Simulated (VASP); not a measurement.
# Ta4O (P4/mmm) in VASP: further runs

Runs on Ta4O. Level: PBEsol. Tasks: single point.

All numbers are computed with VASP 6.6.1; they aren't measurements. Logs are shortened: lines on timing, memory, paths and dates and some standing lists are left out, and cuts for length are marked.

### Step 1. The cell of the first run

Symmetry: P4/mmm, No. 123, tetragonal system. Conventional cell: a = 3.257 Å, b = 3.257 Å, c = 7.409 Å, α = 90.00°, β = 90.00°, γ = 90.00°. Ta (site symmetry 4/mmm) has 4 O at 2.30 Å and 12 Ta at 3.12 to 3.26 Å within 3.3 Å. Within 2.9 Å of Ta (site symmetry 4mm) lie 1 O at 2.10 Å and 4 Ta at 2.81 Å. Within 3.8 Å of Ta (site symmetry 4/mmm) lie 14 Ta at 2.81 to 3.70 Å. O (site symmetry 4/mmm) has 6 Ta at 2.10 to 2.30 Å within 2.8 Å.

### Step 2. Single point, PBEsol

INCAR reads:

```
PREC = Accurate ; ENCUT = 520
EDIFF = 1E-6 ; ISMEAR = -5
SIGMA = 0.1 ; LREAL = F
LASPH = T ; NELM = 60
ALGO = Normal ; ISIF = 2
LWAVE = F ; LCHARG = F
GGA = PS ; NBANDS = 33
```

KPOINTS reads:

```
Automatic mesh
0
Gamma
  12 12 6
```

POSCAR reads:

```
Ta4O
1.0
    3.2574970000      0.0000000000      0.0000000000
    0.0000000000      3.2574970000      0.0000000000
    0.0000000000      0.0000000000      7.4093410000
Ta O
4 1
Direct
    0.0000000000      0.0000000000      0.5000000000
    0.5000000000      0.5000000000      0.7831580000
    0.5000000000      0.5000000000      0.2168420000
    0.0000000000      0.0000000000      0.0000000000
    0.5000000000      0.5000000000      0.5000000000
```

Potentials or basis: VASP PAW PBE potentials, release 64 (Ta_pv, O).

The run is started by

```sh
$ cat potpaw_PBE.64/Ta_pv/POTCAR potpaw_PBE.64/O/POTCAR > POTCAR
$ mpirun -np 1 vasp_std > vasp.out
```

OUTCAR:

```text
PREC = Accurate
   ENCUT = 520
   EDIFF = 1E-6
   ISMEAR = -5
   LREAL = F
   LASPH = T
   NELM = 60
   ISIF = 2
   GGA = PS

 ion  position               nearest neighbor table
   1  0.000  0.000  0.500-   5 2.30   5 2.30   5 2.30   5 2.30   3 3.12   3 3.12   2 3.12   3 3.12
                             2 3.12   2 3.12   3 3.12   2 3.12
   2  0.500  0.500  0.783-   5 2.10   4 2.81   4 2.81   4 2.81   4 2.81   1 3.12   1 3.12   1 3.12
                             1 3.12   3 3.21
   3  0.500  0.500  0.217-   5 2.10   4 2.81   4 2.81   4 2.81   4 2.81   1 3.12   1 3.12   1 3.12
                             1 3.12   2 3.21
   4  0.000  0.000  0.000-   2 2.81   3 2.81   2 2.81   3 2.81   2 2.81   3 2.81   2 2.81   3 2.81

   5  0.500  0.500  0.500-   2 2.10   3 2.10   1 2.30   1 2.30   1 2.30   1 2.30

  LATTYP: Found a simple tetragonal cell.
 ALAT       =     3.2574970000
 C/A-ratio  =     2.2745503680

  Lattice vectors:

 A1 = (   3.2574970000,   0.0000000000,   0.0000000000)
 A2 = (   0.0000000000,   3.2574970000,   0.0000000000)
 A3 = (   0.0000000000,   0.0000000000,   7.4093410000)

Analysis of symmetry for initial positions (statically):
=====================================================================
 Subroutine PRICEL returns:
 Original cell was already a primitive cell.

 Routine SETGRP: Setting up the symmetry group for a
 simple tetragonal supercell.

 Subroutine GETGRP returns: Found 16 space group operations
 (whereof 16 operations were pure point group operations)
 out of a pool of 16 trial point group operations.

The static configuration has the point symmetry D_4h.

Analysis of symmetry for dynamics (positions and initial velocities):
=====================================================================
 Subroutine PRICEL returns:
 Original cell was already a primitive cell.

 Routine SETGRP: Setting up the symmetry group for a
 simple tetragonal supercell.

 Subroutine GETGRP returns: Found 16 space group operations
 (whereof 16 operations were pure point group operations)
 out of a pool of 16 trial point group operations.

The dynamic configuration has the point symmetry D_4h.

 Subroutine INISYM returns: Found 16 space group operations
 (whereof 16 operations are pure point group operations),
 and found     1 'primitive' translations

----------------------------------------------------------------------------------------

                                     Primitive cell

[... 100 lines left out ...]
   EDIFFG = 0.1E-04   stopping-criterion for IOM
   NSW    =      0    number of steps for IOM
   IBRION =     -1    ionic relax: 0-MD 1-quasi-New 2-CG
   NFREE  =      0    steps in history (QN), initial steepest desc. (CG)
   ISIF   =      2    stress and relaxation
   ISYM   =      2    0-nonsym 1-usesym 2-fastsym
   POTIM  = 0.5000    time-step for ionic-motion
   TEBEG  =    0.0;   TEEND  =   0.0 temperature during run
   PSTRESS=    0.0 pullay stress
   NELECT =      50.0000    total number of electrons
   NUPDOWN=      -1.0000    fix difference up-down
   EMIN   =  10.00;   EMAX   =-10.00  energy-range for DOS
   EFERMI =   0.00;   METHOD = LEGACY
   ISMEAR =    -5;   SIGMA  =   0.10  broadening in eV -4-tet -1-fermi 0-gaus
   EFERMI_NEDOS =   21; number of points for ismear=-14 and -15
   IALGO  =     38    algorithm
   IMIX   =      4    mixing-type and parameters
     AMIX     =   0.40;   BMIX     =  1.00
     AMIX_MAG =   1.60;   BMIX_MAG =  1.00
  volume/ion in A,a.u.               =      15.72       106.11
  Fermi-wavevector in a.u.,A,eV,Ry     =   1.407826  2.660405 26.966391  1.981974
  Thomas-Fermi vector in A             =   2.530046
   LORBIT       =      0    0 simple, 1 ext, 2 COOP (PROOUT), +10 PAW based schemes
   GGA     = PS    functional components
   LHFCALC =     F    Hartree Fock is set to
   AEXX    =    0.0000 exact exchange contribution
   IVDW    =     0    specifies the selected vdW correction
   LEPSILON=     F    determine dielectric tensor
   LRPA    =     F    only Hartree local field effects (RPA)
 non-spin polarized calculation
 Fermi weights with tetrahedron method with Bloechl corrections
  energy-cutoff  :      520.00
  volume of cell :       78.62
 maximum number of plane-waves:      2144
   NGX = 13   NGY = 13   NGZ = 27

 number of electron      50.0000004 magnetization

 Free energy of the ion-electron system (eV)
  ---------------------------------------------------
  ext. energy  EPLUGINS =         0.00000000
  ---------------------------------------------------
  free energy    TOTEN  =       -58.49230617 eV

  energy without entropy =      -58.49230617  energy(sigma->0) =      -58.49230617

 E-fermi :   6.2540     XC(G=0): -12.7296

 val. band max:        6.3073860483   @ k =   0.5000   0.1667   0.1667
 cond. band min:       6.1971047880   @ k =   0.4167   0.2500   0.0000
 fundamental gap:     -0.1102812603
 Fermi energy:         6.2539594607

 k-point     1 :       0.0000    0.0000    0.0000
  band No.  band energies     occupation
      1     -29.2888      2.00000
      2     -29.2888      2.00000
      3     -28.9180      2.00000
      4     -28.3554      2.00000
      5     -28.2281      2.00000
      6     -28.0118      2.00000
[... 853 lines left out ...]
     32      10.2035      0.00000
     33      10.4525      0.00000

 [... further k-points ...]

------------------------ aborting loop because EDIFF is reached ----------------------------------------

  FORCE on cell =-STRESS in cart. coord.  units (eV):
  Direction    XX          YY          ZZ          XY          YZ          ZX
  --------------------------------------------------------------------------------------
  -------------------------------------------------------------------------------------
  Total       -3.7220144     -3.7220144     -4.0814728      0.0000000      0.0000000      0.0000000
  in kB      -75.8474524    -75.8474524    -83.1725200      0.0000000      0.0000000      0.0000000
  external PRESSURE =     -78.2891416 kB  Pullay stress =       0.0000000 kB

 VOLUME and BASIS-vectors are now :
 -----------------------------------------------------------------------------
  energy-cutoff  :      520.00
  volume of cell :       78.62
      direct lattice vectors                 reciprocal lattice vectors
     3.257497000  0.000000000  0.000000000     0.306984166  0.000000000  0.000000000
     0.000000000  3.257497000  0.000000000     0.000000000  0.306984166  0.000000000
     0.000000000  0.000000000  7.409341000     0.000000000  0.000000000  0.134964769

 POSITION                                       TOTAL-FORCE (eV/Angst)
 -----------------------------------------------------------------------------------
      0.00000      0.00000      3.70467         0.000000      0.000000     -0.000000
      1.62875      1.62875      5.80268         0.000000      0.000000     -0.062478
      1.62875      1.62875      1.60666         0.000000      0.000000      0.062478
      0.00000      0.00000      0.00000         0.000000      0.000000     -0.000000
      1.62875      1.62875      3.70467         0.000000      0.000000     -0.000000
 -----------------------------------------------------------------------------------
    total drift:                                0.000000     -0.000000      0.000000

  FREE ENERGIE OF THE ION-ELECTRON SYSTEM (eV)
  ---------------------------------------------------
  free  energy   TOTEN  =       -58.4923061682 eV

  energy  without entropy=      -58.4923061682  energy(sigma->0) =      -58.49230617
```

OSZICAR:

```text
N       E                     dE             d eps       ncg     rms          rms(c)
DAV:   1     0.487268311314E+03    0.48727E+03   -0.27690E+04  7408   0.158E+03
DAV:   2    -0.374487011207E+02   -0.52472E+03   -0.50887E+03  8270   0.465E+02
DAV:   3    -0.625581889278E+02   -0.25109E+02   -0.24534E+02  9432   0.937E+01
DAV:   4    -0.630588375168E+02   -0.50065E+00   -0.49633E+00  9085   0.126E+01
DAV:   5    -0.630712110319E+02   -0.12374E-01   -0.12411E-01  9590   0.156E+00    0.306E+01
DAV:   6    -0.602419186028E+02    0.28293E+01   -0.27749E+01  9698   0.351E+01    0.151E+01
DAV:   7    -0.595378920786E+02    0.70403E+00   -0.17867E+01 10120   0.175E+01    0.106E+01
DAV:   8    -0.585228926111E+02    0.10150E+01   -0.38828E+00  9472   0.115E+01    0.251E+00
DAV:   9    -0.584941184627E+02    0.28774E-01   -0.37837E-01  9272   0.372E+00    0.705E-01
DAV:  10    -0.584930835908E+02    0.10349E-02   -0.28888E-02  9029   0.105E+00    0.398E-01
DAV:  11    -0.584924593435E+02    0.62425E-03   -0.55780E-03 10058   0.529E-01    0.946E-02
DAV:  12    -0.584923821336E+02    0.77210E-04   -0.15544E-03  9595   0.274E-01    0.524E-02
DAV:  13    -0.584923246889E+02    0.57445E-04   -0.17051E-04  9757   0.773E-02    0.301E-02
DAV:  14    -0.584923066303E+02    0.18059E-04   -0.82794E-05  9806   0.577E-02    0.521E-03
DAV:  15    -0.584923061682E+02    0.46208E-06   -0.30524E-06  7977   0.112E-02
   1 F= -.58492306E+02 E0= -.58492306E+02  d E =0.000000E+00
```

It took 5 min on 1 thread of Intel Xeon Platinum 8259CL at 2.50GHz (Skylake/Cascade Lake), shared host; peak memory 0.35 GiB.

What came out:

```yaml
Free_energy: -58.4923 eV
Pressure: -7.8 GPa
Largest_force: 0.062 eV/Å
Band_gap_on_the_k_mesh: zero (bands 25 and 26 overlap by 0.98 eV)
```

Forces on the atoms (eV/Å):
```
Ta   0.000  0.000  0.000
Ta   0.000  0.000 -0.062
Ta   0.000  0.000  0.062
Ta   0.000  0.000  0.000
O    0.000  0.000  0.000
```

Stress tensor (GPa, compression positive):
```
-7.58  0.00  0.00
 0.00 -7.58  0.00
 0.00  0.00 -8.32
```

Levels at points of the mesh, in eV from the Fermi level:
```
           k point  band 23  band 24  band 25  band 26  band 27  band 28
(0.00, 0.00, 0.00)    -0.47    -0.47    -0.26     0.47     1.03     1.03
(0.50, 0.00, 0.00)    -0.93    -0.68     0.21     0.90     0.91     1.32
(0.50, 0.50, 0.00)    -1.50    -0.66    -0.66     1.60     2.36     2.76
(0.00, 0.00, 0.50)    -0.54    -0.54     0.10     0.68     0.68     0.74
(0.50, 0.00, 0.50)    -1.01    -0.64    -0.43     1.01     1.29     1.55
(0.50, 0.50, 0.50)    -1.70     0.03     0.03     1.60     1.92     1.92
```

Caveat: the cell stands under tension; the PAW data sets were made with another functional, which shifts forces and pressure a little; spin-orbit coupling is left out, which moves the levels of the heavy elements; tetrahedron occupations give inexact forces and stress in metals.

### Step 3. Single point, PBEsol

INCAR reads:

```
SYSTEM = Ta4O
ALGO = Normal ; EDIFF = 1E-7
ENCUT = 520 ; GGA = PS
ISIF = 2 ; ISMEAR = 0
LASPH = .TRUE. ; LCHARG = .FALSE.
LREAL = .FALSE. ; LWAVE = .FALSE.
NBANDS = 33 ; NELM = 100
PREC = Accurate ; SIGMA = 0.1
```

KPOINTS reads:

```
k-points
0
G
  14 14 6
  0 0 0
```

POSCAR is that of step 2.

Potentials or basis: VASP PAW PBE potentials, release 64 (Ta_pv, O).

The run is started by

```sh
$ cat potpaw_PBE.64/Ta_pv/POTCAR potpaw_PBE.64/O/POTCAR > POTCAR
$ mpirun -np 1 vasp_std > vasp.out
```

OUTCAR:

```text
SYSTEM = Ta4O
   EDIFF = 1E-7
   ENCUT = 520
   GGA = PS
   ISIF = 2
   ISMEAR = 0
   LASPH = .TRUE.
   LREAL = .FALSE.
   NELM = 100
   PREC = Accurate

 ion  position               nearest neighbor table
   1  0.000  0.000  0.500-   5 2.30   5 2.30   5 2.30   5 2.30   3 3.12   3 3.12   2 3.12   3 3.12
                             2 3.12   2 3.12   3 3.12   2 3.12
   2  0.500  0.500  0.783-   5 2.10   4 2.81   4 2.81   4 2.81   4 2.81   1 3.12   1 3.12   1 3.12
                             1 3.12   3 3.21
   3  0.500  0.500  0.217-   5 2.10   4 2.81   4 2.81   4 2.81   4 2.81   1 3.12   1 3.12   1 3.12
                             1 3.12   2 3.21
   4  0.000  0.000  0.000-   2 2.81   3 2.81   2 2.81   3 2.81   2 2.81   3 2.81   2 2.81   3 2.81

   5  0.500  0.500  0.500-   2 2.10   3 2.10   1 2.30   1 2.30   1 2.30   1 2.30

  LATTYP: Found a simple tetragonal cell.
 ALAT       =     3.2574970000
 C/A-ratio  =     2.2745503680

  Lattice vectors:

 A1 = (   3.2574970000,   0.0000000000,   0.0000000000)
 A2 = (   0.0000000000,   3.2574970000,   0.0000000000)
 A3 = (   0.0000000000,   0.0000000000,   7.4093410000)

Analysis of symmetry for initial positions (statically):
=====================================================================
 Subroutine PRICEL returns:
 Original cell was already a primitive cell.

 Routine SETGRP: Setting up the symmetry group for a
 simple tetragonal supercell.

 Subroutine GETGRP returns: Found 16 space group operations
 (whereof 16 operations were pure point group operations)
 out of a pool of 16 trial point group operations.

The static configuration has the point symmetry D_4h.

Analysis of symmetry for dynamics (positions and initial velocities):
=====================================================================
 Subroutine PRICEL returns:
 Original cell was already a primitive cell.

 Routine SETGRP: Setting up the symmetry group for a
[... 130 lines left out ...]
   IMIX   =      4    mixing-type and parameters
     AMIX     =   0.40;   BMIX     =  1.00
     AMIX_MAG =   1.60;   BMIX_MAG =  1.00
  volume/ion in A,a.u.               =      15.72       106.11
  Fermi-wavevector in a.u.,A,eV,Ry     =   1.407826  2.660405 26.966391  1.981974
  Thomas-Fermi vector in A             =   2.530046
   LORBIT       =      0    0 simple, 1 ext, 2 COOP (PROOUT), +10 PAW based schemes
   GGA     = PS    functional components
   LHFCALC =     F    Hartree Fock is set to
   AEXX    =    0.0000 exact exchange contribution
   IVDW    =     0    specifies the selected vdW correction
   LEPSILON=     F    determine dielectric tensor
   LRPA    =     F    only Hartree local field effects (RPA)
 non-spin polarized calculation
 Gauss-broadening in eV      SIGMA  =   0.10
  energy-cutoff  :      520.00
  volume of cell :       78.62
 maximum number of plane-waves:      2144
   NGX = 13   NGY = 13   NGZ = 27

 number of electron      50.0000004 magnetization

 Free energy of the ion-electron system (eV)
  ---------------------------------------------------
  ext. energy  EPLUGINS =         0.00000000
  ---------------------------------------------------
  free energy    TOTEN  =       -58.49349980 eV

  energy without entropy =      -58.47946633  energy(sigma->0) =      -58.48648307

 E-fermi :   6.2527     XC(G=0): -12.7297

 val. band max:        6.2517392192   @ k =   0.2857   0.0000   0.0000
 cond. band min:       6.2545055193   @ k =   0.5000   0.2143   0.0000
 fundamental gap:      0.0027663001
 Fermi energy:         6.2527142618

 k-point     1 :       0.0000    0.0000    0.0000
  band No.  band energies     occupation
      1     -29.2914      2.00000
      2     -29.2914      2.00000
      3     -28.9178      2.00000
      4     -28.3483      2.00000
      5     -28.2247      2.00000
      6     -28.0107      2.00000
[... 853 lines left out ...]
     32       9.4098      0.00000
     33      10.0043      0.00000

 [... further k-points ...]

------------------------ aborting loop because EDIFF is reached ----------------------------------------

  FORCE on cell =-STRESS in cart. coord.  units (eV):
  Direction    XX          YY          ZZ          XY          YZ          ZX
  --------------------------------------------------------------------------------------
  -------------------------------------------------------------------------------------
  Total       -3.7418650     -3.7418650     -3.9898337      0.0000000     -0.0000000      0.0000000
  in kB      -76.2519691    -76.2519691    -81.3050919      0.0000000     -0.0000000      0.0000000
  external PRESSURE =     -77.9363434 kB  Pullay stress =       0.0000000 kB

 VOLUME and BASIS-vectors are now :
 -----------------------------------------------------------------------------
  energy-cutoff  :      520.00
  volume of cell :       78.62
      direct lattice vectors                 reciprocal lattice vectors
     3.257497000  0.000000000  0.000000000     0.306984166  0.000000000  0.000000000
     0.000000000  3.257497000  0.000000000     0.000000000  0.306984166  0.000000000
     0.000000000  0.000000000  7.409341000     0.000000000  0.000000000  0.134964769

 POSITION                                       TOTAL-FORCE (eV/Angst)
 -----------------------------------------------------------------------------------
      0.00000      0.00000      3.70467        -0.000000      0.000000      0.000000
      1.62875      1.62875      5.80268        -0.000000     -0.000000     -0.067639
      1.62875      1.62875      1.60666         0.000000     -0.000000      0.067639
      0.00000      0.00000      0.00000        -0.000000      0.000000      0.000000
      1.62875      1.62875      3.70467        -0.000000      0.000000      0.000000
 -----------------------------------------------------------------------------------
    total drift:                                0.000000     -0.000000      0.000000

  FREE ENERGIE OF THE ION-ELECTRON SYSTEM (eV)
  ---------------------------------------------------
  free  energy   TOTEN  =       -58.4934998041 eV

  energy  without entropy=      -58.4794663277  energy(sigma->0) =      -58.48648307
```

stdout:

```text
POSCAR found type information on POSCAR TaO
 POSCAR found :  2 types and       5 ions
 scaLAPACK will be used
 -----------------------------------------------------------------------------
|                                                                             |
|                                                                             |
|     You enforced a specific xc type in the INCAR file but a different       |
|     I HOPE YOU KNOW WHAT YOU ARE DOING!                                     |
|                                                                             |
 -----------------------------------------------------------------------------

 LDA part: xc-table for (Slater+PW92), standard interpolation
 POSCAR, INCAR and KPOINTS ok, starting setup
 FFT: planning ... GRIDC
 FFT: planning ... GRID_SOFT
 FFT: planning ... GRID
 WAVECAR not read
 entering main loop
```

Wall time 6.5 min (1 thread of Intel Xeon Platinum 8259CL at 2.50GHz (Skylake/Cascade Lake), shared host); peak memory 0.39 GiB.

Results:

| Quantity | Value |
| --- | --- |
| Free energy | -58.4935 eV |
| Pressure | -7.8 GPa |
| Largest force | 0.068 eV/Å |
| Band gap on the k mesh | zero (bands 25 and 26 overlap by 1.08 eV) |

Forces on the atoms (eV/Å):
```
Ta   0.000  0.000  0.000
Ta   0.000  0.000 -0.068
Ta   0.000  0.000  0.068
Ta   0.000  0.000  0.000
O    0.000  0.000  0.000
```

Levels at points of the mesh, in eV from the Fermi level:
| k point | band 22 | band 23 | band 24 | band 25 | band 26 | band 27 | band 28 | band 29 |
| --- | --- | --- | --- | --- | --- | --- | --- | --- |
| (0.00, 0.00, 0.00) | -1.55 | -0.47 | -0.47 | -0.26 | 0.47 | 1.03 | 1.03 | 1.27 |
| (0.50, 0.00, 0.00) | -1.11 | -0.93 | -0.67 | 0.21 | 0.90 | 0.91 | 1.32 | 1.71 |
| (0.50, 0.50, 0.00) | -1.50 | -1.50 | -0.66 | -0.66 | 1.60 | 2.36 | 2.76 | 2.76 |
| (0.00, 0.00, 0.50) | -0.57 | -0.54 | -0.54 | 0.10 | 0.67 | 0.67 | 0.74 | 1.05 |
| (0.50, 0.00, 0.50) | -1.19 | -1.02 | -0.64 | -0.43 | 1.01 | 1.30 | 1.54 | 1.83 |
| (0.50, 0.50, 0.50) | -1.70 | -1.70 | 0.03 | 0.03 | 1.60 | 1.92 | 1.92 | 2.87 |

Caveat: the cell stands under tension; the PAW data sets were made with another functional, which shifts forces and pressure a little; spin-orbit coupling is left out, which moves the levels of the heavy elements.

[end of part 1 of 2]
